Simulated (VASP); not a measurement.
# CoSi (P2_13) in VASP: a series of runs

CoSi is run at these levels: PBEsol; tasks: single point.

Everything below comes from runs of VASP 6.6.1. Logs are shortened: lines on timing, memory, paths and dates and some standing lists are left out, and cuts for length are marked.

## Step 1: The cell of the first run

Symmetry: P2_13, No. 198, cubic system. The conventional cell has a = 4.203 Å, b = 4.203 Å, c = 4.203 Å, α = 90.00°, β = 90.00°, γ = 90.00°. Within 2.9 Å of Co (site symmetry 3) lie 7 Si at 2.21 to 2.29 Å and 6 Co at 2.59 Å. Within 2.9 Å of Si (site symmetry 3) lie 7 Co at 2.21 to 2.29 Å and 6 Si at 2.60 Å.

## Step 2: Single point, PBEsol (9.28 Å³/atom)

Input file INCAR:

```
SYSTEM = CoSi
PREC = Accurate ; ENCUT = 520
EDIFF = 1E-6 ; ISMEAR = 0
SIGMA = 0.1 ; LREAL = .False.
LASPH = .True. ; NELM = 60
ALGO = Normal ; ISIF = 2
LWAVE = .False. ; LCHARG = .False.
GGA = PS ; NBANDS = 36
```

Input file KPOINTS:

```
Automatic mesh
0
Gamma
  8 8 8
  0 0 0
```

Input file POSCAR:

```
CoSi
1.0
    4.2028662984      0.0000000000      0.0000000000
    0.0000000000      4.2028662984      0.0000000000
    0.0000000000      0.0000000000      4.2028662984
Co Si
4 4
Direct
    0.1484034667      0.1484034667      0.1484034667
    0.3515965333      0.8515965333      0.6484034667
    0.6484034667      0.3515965333      0.8515965333
    0.8515965333      0.6484034667      0.3515965333
    0.8445311786      0.8445311786      0.8445311786
    0.6554688214      0.1554688214      0.3445311786
    0.3445311786      0.6554688214      0.1554688214
    0.1554688214      0.3445311786      0.6554688214
```

Potentials or basis: VASP PAW PBE potentials, release 64 (Co, Si).

The run is started by

```bash
> cat potpaw_PBE.64/Co/POTCAR potpaw_PBE.64/Si/POTCAR > POTCAR
> mpirun -np 1 vasp_std > vasp.out
```

OUTCAR:

```text
SYSTEM = CoSi
   PREC = Accurate
   ENCUT = 520
   EDIFF = 1E-6
   ISMEAR = 0
   LREAL = .False.
   LASPH = .True.
   NELM = 60
   ISIF = 2
   GGA = PS

 ion  position               nearest neighbor table
   1  0.148  0.148  0.148-   5 2.21   6 2.23   7 2.23   8 2.23   7 2.29   8 2.29   6 2.29   3 2.59
                             4 2.59   2 2.59   2 2.59   4 2.59   3 2.59
   2  0.352  0.852  0.648-   6 2.21   5 2.23   7 2.23   8 2.23   7 2.29   8 2.29   5 2.29   1 2.59
                             1 2.59   3 2.59   3 2.59   4 2.59   4 2.59
   3  0.648  0.352  0.852-   7 2.21   6 2.23   5 2.23   8 2.23   8 2.29   6 2.29   5 2.29   1 2.59
                             4 2.59   2 2.59   2 2.59   4 2.59   1 2.59
   4  0.852  0.648  0.352-   8 2.21   6 2.23   7 2.23   5 2.23   6 2.29   5 2.29   7 2.29   1 2.59
                             3 2.59   2 2.59   1 2.59   2 2.59   3 2.59
   5  0.845  0.845  0.845-   1 2.21   2 2.23   3 2.23   4 2.23   3 2.29   4 2.29   2 2.29   6 2.60
                             7 2.60   8 2.60   6 2.60   8 2.60   7 2.60
   6  0.655  0.155  0.345-   2 2.21   1 2.23   3 2.23   4 2.23   3 2.29   4 2.29   1 2.29   8 2.60
                             5 2.60   5 2.60   7 2.60   7 2.60   8 2.60
   7  0.345  0.655  0.155-   3 2.21   2 2.23   1 2.23   4 2.23   4 2.29   2 2.29   1 2.29   8 2.60
                             5 2.60   8 2.60   6 2.60   6 2.60   5 2.60
   8  0.155  0.345  0.655-   4 2.21   2 2.23   3 2.23   1 2.23   2 2.29   1 2.29   3 2.29   7 2.60
                             5 2.60   7 2.60   5 2.60   6 2.60   6 2.60

  LATTYP: Found a simple cubic cell.
 ALAT       =     4.2028662984

  Lattice vectors:

 A1 = (   4.2028662984,   0.0000000000,   0.0000000000)
 A2 = (   0.0000000000,   4.2028662984,   0.0000000000)
 A3 = (   0.0000000000,   0.0000000000,   4.2028662984)

Analysis of symmetry for initial positions (statically):
=====================================================================
 Subroutine PRICEL returns:
 Original cell was already a primitive cell.

 Routine SETGRP: Setting up the symmetry group for a
 simple cubic supercell.

 Subroutine GETGRP returns: Found 12 space group operations
 (whereof  3 operations were pure point group operations)
 out of a pool of 48 trial point group operations.

The static configuration has the point symmetry C_3 .
 The point group associated with its full space group is T   .

Analysis of symmetry for dynamics (positions and initial velocities):
=====================================================================
 Subroutine PRICEL returns:
 Original cell was already a primitive cell.

 Routine SETGRP: Setting up the symmetry group for a
 simple cubic supercell.

 Subroutine GETGRP returns: Found 12 space group operations
 (whereof  3 operations were pure point group operations)
 out of a pool of 48 trial point group operations.
[... 120 lines left out ...]
   ISIF   =      2    stress and relaxation
   ISYM   =      2    0-nonsym 1-usesym 2-fastsym
   POTIM  = 0.5000    time-step for ionic-motion
   TEBEG  =    0.0;   TEEND  =   0.0 temperature during run
   PSTRESS=    0.0 pullay stress
   NELECT =      52.0000    total number of electrons
   NUPDOWN=      -1.0000    fix difference up-down
   EMIN   =  10.00;   EMAX   =-10.00  energy-range for DOS
   EFERMI =   0.00;   METHOD = LEGACY
   ISMEAR =     0;   SIGMA  =   0.10  broadening in eV -4-tet -1-fermi 0-gaus
   EFERMI_NEDOS =   21; number of points for ismear=-14 and -15
   IALGO  =     38    algorithm
   IMIX   =      4    mixing-type and parameters
     AMIX     =   0.40;   BMIX     =  1.00
     AMIX_MAG =   1.60;   BMIX_MAG =  1.00
  volume/ion in A,a.u.               =       9.28        62.62
  Fermi-wavevector in a.u.,A,eV,Ry     =   1.453886  2.747446 28.759786  2.113785
  Thomas-Fermi vector in A             =   2.571101
   LORBIT       =      0    0 simple, 1 ext, 2 COOP (PROOUT), +10 PAW based schemes
   GGA     = PS    functional components
   LHFCALC =     F    Hartree Fock is set to
   AEXX    =    0.0000 exact exchange contribution
   IVDW    =     0    specifies the selected vdW correction
   LEPSILON=     F    determine dielectric tensor
   LRPA    =     F    only Hartree local field effects (RPA)
 non-spin polarized calculation
 Gauss-broadening in eV      SIGMA  =   0.10
  energy-cutoff  :      520.00
  volume of cell :       74.24
 maximum number of plane-waves:      2021
   NGX = 15   NGY = 15   NGZ = 15

 number of electron      52.0000028 magnetization

 Free energy of the ion-electron system (eV)
  ---------------------------------------------------
  ext. energy  EPLUGINS =         0.00000000
  ---------------------------------------------------
  free energy    TOTEN  =       -58.64767413 eV

  energy without entropy =      -58.64276645  energy(sigma->0) =      -58.64522029

 E-fermi :  14.6124     XC(G=0): -13.7968

 val. band max:       14.6121940628   @ k =   0.5000   0.5000   0.3750
 cond. band min:      14.7797227208   @ k =   0.3750   0.3750   0.3750
 fundamental gap:      0.1675286580
 Fermi energy:        14.6123501137

 k-point     1 :       0.0000    0.0000    0.0000
  band No.  band energies     occupation
      1      -0.4554      2.00000
      2       5.6016      2.00000
      3       5.6016      2.00000
      4       5.6016      2.00000
      5       8.3149      2.00000
      6       8.3149      2.00000
[... 925 lines left out ...]
     35      20.1031      0.00000
     36      21.2161      0.00000

 [... further k-points ...]
[... 5 lines left out ...]
  --------------------------------------------------------------------------------------
  -------------------------------------------------------------------------------------
  Total       19.3844228     19.3844228     19.3844228      0.0000000     -0.0000000      0.0000000
  in kB      418.3374391    418.3374391    418.3374391      0.0000000     -0.0000000      0.0000000
  external PRESSURE =     418.3374391 kB  Pullay stress =       0.0000000 kB

 VOLUME and BASIS-vectors are now :
 -----------------------------------------------------------------------------
  energy-cutoff  :      520.00
  volume of cell :       74.24
      direct lattice vectors                 reciprocal lattice vectors
     4.202866298  0.000000000  0.000000000     0.237932860  0.000000000  0.000000000
     0.000000000  4.202866298  0.000000000     0.000000000  0.237932860  0.000000000
     0.000000000  0.000000000  4.202866298     0.000000000  0.000000000  0.237932860

 POSITION                                       TOTAL-FORCE (eV/Angst)
 -----------------------------------------------------------------------------------
      0.62372      0.62372      0.62372         0.003923      0.003923      0.003923
      1.47771      3.57915      2.72515        -0.003923     -0.003923      0.003923
      2.72515      1.47771      3.57915         0.003923     -0.003923     -0.003923
      3.57915      2.72515      1.47771        -0.003923      0.003923     -0.003923
      3.54945      3.54945      3.54945         0.001886      0.001886      0.001886
      2.75485      0.65341      1.44802        -0.001886     -0.001886      0.001886
      1.44802      2.75485      0.65341         0.001886     -0.001886     -0.001886
      0.65341      1.44802      2.75485        -0.001886      0.001886     -0.001886
 -----------------------------------------------------------------------------------
    total drift:                               -0.000000      0.000000     -0.000000

  FREE ENERGIE OF THE ION-ELECTRON SYSTEM (eV)
  ---------------------------------------------------
  free  energy   TOTEN  =       -58.6476741316 eV

  energy  without entropy=      -58.6427664492  energy(sigma->0) =      -58.64522029
```

OSZICAR:

```text
N       E                     dE             d eps       ncg     rms          rms(c)
DAV:   1     0.371994106998E+03    0.37199E+03   -0.22108E+04  3240   0.172E+03
DAV:   2    -0.329652183891E+02   -0.40496E+03   -0.38610E+03  3240   0.378E+02
DAV:   3    -0.640561220397E+02   -0.31091E+02   -0.29873E+02  3512   0.127E+02
DAV:   4    -0.652308110566E+02   -0.11747E+01   -0.11642E+01  4164   0.231E+01
DAV:   5    -0.652695709383E+02   -0.38760E-01   -0.38733E-01  4328   0.401E+00    0.354E+01
DAV:   6    -0.675697934032E+02   -0.23002E+01   -0.10071E+02  4160   0.133E+02    0.222E+01
DAV:   7    -0.588472598197E+02    0.87225E+01   -0.43289E+01  3748   0.963E+01    0.103E+01
DAV:   8    -0.587468360459E+02    0.10042E+00   -0.32115E+00  3836   0.119E+01    0.293E+00
DAV:   9    -0.586532228180E+02    0.93613E-01   -0.22147E-01  4660   0.573E+00    0.991E-01
DAV:  10    -0.586491627888E+02    0.40600E-02   -0.21361E-02  4312   0.106E+00    0.373E-01
DAV:  11    -0.586477078906E+02    0.14549E-02   -0.21320E-03  5248   0.526E-01    0.976E-02
DAV:  12    -0.586476754074E+02    0.32483E-04   -0.32843E-04  4084   0.213E-01    0.329E-02
DAV:  13    -0.586476790350E+02   -0.36276E-05   -0.40165E-05  3988   0.346E-02    0.329E-02
DAV:  14    -0.586476740079E+02    0.50272E-05   -0.14289E-05  4692   0.386E-02    0.402E-03
DAV:  15    -0.586476741316E+02   -0.12372E-06   -0.99809E-07  1888   0.733E-03
   1 F= -.58647674E+02 E0= -.58645220E+02  d E =-.490768E-02
```

Wall time 78 s (1 thread of Intel Xeon Platinum 8488C (Sapphire Rapids), shared host); peak memory 0.22 GiB.

Results:

```yaml
Free_energy: -58.6477 eV
Pressure: 41.8 GPa
Largest_force: 0.007 eV/Å
Band_gap_on_the_k_mesh: zero (bands 26 and 27 overlap by 0.27 eV)
```

Forces on the atoms (eV/Å):
```
Co   0.004  0.004  0.004
Co  -0.004 -0.004  0.004
Co   0.004 -0.004 -0.004
Co  -0.004  0.004 -0.004
Si   0.002  0.002  0.002
Si  -0.002 -0.002  0.002
Si   0.002 -0.002 -0.002
Si  -0.002  0.002 -0.002
```

Levels at points of the mesh, in eV from the Fermi level:
```
           k point  band 24  band 25  band 26  band 27  band 28  band 29
(0.00, 0.00, 0.00)    -0.99    -0.01    -0.01    -0.01     3.27     3.27
(0.50, 0.00, 0.00)    -0.80    -0.62    -0.62     1.21     1.21     2.07
(0.50, 0.50, 0.00)    -1.25    -0.06    -0.06     0.78     0.78     2.66
(0.50, 0.50, 0.50)    -1.57    -0.28    -0.28    -0.28    -0.28     6.50
```

Caveat: the cell stands under pressure; the PAW data sets were made with another functional, which shifts forces and pressure a little; the run has no spin polarisation, though such a crystal can be magnetic. Spin polarisation is off, so any magnetic state and its effect on volume and gap are missing.

## Step 3: Single point, PBEsol (9.60 Å³/atom)

This run uses another cell than the first one, of 9.60 Å³/atom.

Input file INCAR:

```
  PREC = Accurate
  ENCUT = 520
  EDIFF = 1E-6
  ISMEAR = 0
  SIGMA = 0.1
  LREAL = F
  LASPH = T
  NELM = 100
  ALGO = Normal
  ISIF = 2
  LWAVE = F
  LCHARG = F
  GGA = PS
  NBANDS = 36
```

Input file KPOINTS:

```
Automatic mesh
0
Gamma
  8 8 8
```

Input file POSCAR:

```
CoSi
1.0
    4.2500934681      0.0000000000      0.0000000000
    0.0000000000      4.2500934681      0.0000000000
    0.0000000000      0.0000000000      4.2500934681
Co Si
4 4
Direct
    0.1478867652      0.1478867652      0.1478867652
    0.3521132348      0.8521132348      0.6478867652
    0.6478867652      0.3521132348      0.8521132348
    0.8521132348      0.6478867652      0.3521132348
    0.8442669631      0.8442669631      0.8442669631
    0.6557330369      0.1557330369      0.3442669631
    0.3442669631      0.6557330369      0.1557330369
    0.1557330369      0.3442669631      0.6557330369
```

Potentials or basis: VASP PAW PBE potentials, release 64 (Co, Si).

The run is started by

```bash
> cat potpaw_PBE.64/Co/POTCAR potpaw_PBE.64/Si/POTCAR > POTCAR
> mpirun -np 1 vasp_std > vasp.out
```

Run time: 70 s. Hardware: 1 thread of Intel Xeon Platinum 8488C (Sapphire Rapids), shared host; peak memory 0.22 GiB.

The run converged. Its results:

- Free energy: -59.2014 eV
- Pressure: 28.6 GPa
- Largest force: 0.006 eV/Å
- Band gap on the k mesh: zero (bands 26 and 27 overlap by 0.26 eV)

Forces in eV/Å, atoms in the order of the input:
```
Co   0.004  0.004  0.004
Co  -0.004 -0.004  0.004
Co   0.004 -0.004 -0.004
Co  -0.004  0.004 -0.004
Si   0.002  0.002  0.002
Si  -0.002 -0.002  0.002
Si   0.002 -0.002 -0.002
Si  -0.002  0.002 -0.002
```

Levels at points of the mesh, in eV from the Fermi level:
| k point | band 24 | band 25 | band 26 | band 27 | band 28 | band 29 |
| --- | --- | --- | --- | --- | --- | --- |
| (0.00, 0.00, 0.00) | -0.94 | -0.01 | -0.01 | -0.01 | 3.10 | 3.10 |
| (0.50, 0.00, 0.00) | -0.76 | -0.59 | -0.59 | 1.16 | 1.16 | 1.94 |
| (0.50, 0.50, 0.00) | -1.19 | -0.06 | -0.06 | 0.74 | 0.74 | 2.51 |
| (0.50, 0.50, 0.50) | -1.49 | -0.27 | -0.27 | -0.27 | -0.27 | 6.27 |

Caveat: the cell stands under pressure; the PAW data sets were made with another functional, which shifts forces and pressure a little; the run has no spin polarisation, though such a crystal can be magnetic.

## Step 4: Single point, PBEsol (9.91 Å³/atom)

This run uses another cell than the first one, of 9.91 Å³/atom.

Input file INCAR:

```
SYSTEM = CoSi
ALGO = Normal
EDIFF = 1E-6
ENCUT = 520
GGA = PS
ISIF = 2
ISMEAR = 0
LASPH = .True.
LCHARG = .False.
LREAL = .False.
LWAVE = .False.
NBANDS = 36
NELM = 100
PREC = Accurate
SIGMA = 0.1
```

Input file KPOINTS:

```
k-points
0
Gamma
  8 8 8
  0 0 0
```

Input file POSCAR:

```
CoSi
1.0
    4.2962937558      0.0000000000      0.0000000000
    0.0000000000      4.2962937558      0.0000000000
    0.0000000000      0.0000000000      4.2962937558
Co Si
4 4
Direct
    0.1472830153      0.1472830153      0.1472830153
    0.3527169847      0.8527169847      0.6472830153
    0.6472830153      0.3527169847      0.8527169847
    0.8527169847      0.6472830153      0.3527169847
    0.8439703217      0.8439703217      0.8439703217
    0.6560296783      0.1560296783      0.3439703217
    0.3439703217      0.6560296783      0.1560296783
    0.1560296783      0.3439703217      0.6560296783
```

The run is started by

```bash
> cat potpaw_PBE.64/Co/POTCAR potpaw_PBE.64/Si/POTCAR > POTCAR
> mpirun -np 1 vasp_std > vasp.out
```

Wall time 62 s (1 thread of Intel Xeon Platinum 8488C (Sapphire Rapids), shared host); peak memory 0.23 GiB.

It converged, with:

```
Free energy            : -59.5634 eV
Pressure               : 17.5 GPa
Largest force          : 0.006 eV/Å
Band gap on the k mesh : zero (bands 26 and 27 overlap by 0.25 eV)
```

Forces on the atoms (eV/Å):
```
Co   0.004  0.004  0.004
Co  -0.004 -0.004  0.004
Co   0.004 -0.004 -0.004
Co  -0.004  0.004 -0.004
Si   0.003  0.003  0.003
Si  -0.003 -0.003  0.003
Si   0.003 -0.003 -0.003
Si  -0.003  0.003 -0.003
```

Levels at points of the mesh, in eV from the Fermi level:
```
           k point  band 22  band 23  band 24  band 25  band 26  band 27  band 28  band 29  band 30  band 31
(0.00, 0.00, 0.00)    -1.05    -0.90    -0.90    -0.01    -0.01    -0.01     2.94     2.94     2.94     3.19
(0.50, 0.00, 0.00)    -1.20    -0.73    -0.73    -0.57    -0.57     1.12     1.12     1.81     1.81     4.59
(0.50, 0.50, 0.00)    -1.69    -1.14    -1.14    -0.06    -0.06     0.69     0.69     2.37     2.37     2.83
(0.50, 0.50, 0.50)    -1.42    -1.42    -1.42    -0.26    -0.26    -0.26    -0.26     6.05     6.05     6.05
```

Caveat: the cell stands under pressure; the PAW data sets were made with another functional, which shifts forces and pressure a little; the run has no spin polarisation, though such a crystal can be magnetic. Spin polarisation is off, so any magnetic state and its effect on volume and gap are missing.

## Step 5: Single point, PBEsol (10.23 Å³/atom)

This run uses another cell than the first one, of 10.23 Å³/atom.

Input file INCAR:

```
SYSTEM = CoSi
PREC = Accurate
ENCUT = 520
EDIFF = 1E-6
ISMEAR = 0
SIGMA = 0.1
LREAL = .False.
LASPH = .True.
NELM = 80
ALGO = Normal
ISIF = 2
LWAVE = .False.
LCHARG = .False.
GGA = PS
NBANDS = 36
```

Input file KPOINTS:

```
regular mesh
0
Gamma
  8 8 8
  0 0 0
```

Input file POSCAR:

```
CoSi
1.0
    4.3415212242      0.0000000000      0.0000000000
    0.0000000000      4.3415212242      0.0000000000
    0.0000000000      0.0000000000      4.3415212242
Co Si
4 4
Direct
    0.1465607871      0.1465607871      0.1465607871
    0.3534392129      0.8534392129      0.6465607871
    0.6465607871      0.3534392129      0.8534392129
    0.8534392129      0.6465607871      0.3534392129
    0.8436434922      0.8436434922      0.8436434922
    0.6563565078      0.1563565078      0.3436434922
    0.3436434922      0.6563565078      0.1563565078
    0.1563565078      0.3436434922      0.6563565078
```

The run is started by

```bash
> cat potpaw_PBE.64/Co/POTCAR potpaw_PBE.64/Si/POTCAR > POTCAR
> mpirun -np 1 vasp_std > vasp.out
```

It took 61 s on 1 thread of Intel Xeon Platinum 8488C (Sapphire Rapids), shared host; peak memory 0.24 GiB.

The run converged. Its results:

| Item | Value |
| --- | --- |
| Free energy | -59.7635 eV |
| Pressure | 8.1 GPa |
| Largest force | 0.005 eV/Å |
| Band gap on the k mesh | zero (bands 26 and 27 overlap by 0.24 eV) |

Forces on the atoms (eV/Å):
```
Co   0.003  0.003  0.003
Co  -0.003 -0.003  0.003
Co   0.003 -0.003 -0.003
Co  -0.003  0.003 -0.003
Si   0.003  0.003  0.003
Si  -0.003 -0.003  0.003
Si   0.003 -0.003 -0.003
Si  -0.003  0.003 -0.003
```

Levels at points of the mesh, in eV from the Fermi level:
| k point | band 24 | band 25 | band 26 | band 27 | band 28 | band 29 |
| --- | --- | --- | --- | --- | --- | --- |
| (0.00, 0.00, 0.00) | -0.86 | -0.01 | -0.01 | -0.01 | 2.79 | 2.79 |
| (0.50, 0.00, 0.00) | -0.71 | -0.54 | -0.54 | 1.07 | 1.07 | 1.70 |
| (0.50, 0.50, 0.00) | -1.10 | -0.06 | -0.06 | 0.65 | 0.65 | 2.24 |
| (0.50, 0.50, 0.50) | -1.35 | -0.25 | -0.25 | -0.25 | -0.25 | 5.83 |

Caveat: the cell stands under pressure; the PAW data sets were made with another functional, which shifts forces and pressure a little; the run has no spin polarisation, though such a crystal can be magnetic. Spin polarisation is off, so any magnetic state and its effect on volume and gap are missing.

## Step 6: Summary

| cell | gap on the mesh (eV) | pressure (GPa) | largest force (eV/Å) |
| --- | --- | --- | --- |
| a = 4.203 Å, 8 atoms, atomic positions A | none | 41.8 | 0.01 |
| a = 4.250 Å, 8 atoms, atomic positions A | none | 28.6 | 0.01 |
| a = 4.296 Å, 8 atoms, atomic positions B | none | 17.5 | 0.01 |
| a = 4.342 Å, 8 atoms, atomic positions B | none | 8.1 | 0.01 |

Alike in all rows: task single point; level PBEsol; potentials or basis VASP PAW PBE potentials, release 64 (Co, Si); no spin polarisation; k mesh 8 × 8 × 8; cutoff (eV) 520; smearing gaussian 0.1 eV.

Caveats: the cell stands under pressure; the PAW data sets were made with another functional, which shifts forces and pressure a little; the run has no spin polarisation, though such a crystal can be magnetic.

Absolute energies hang on the potentials; compare differences alone.
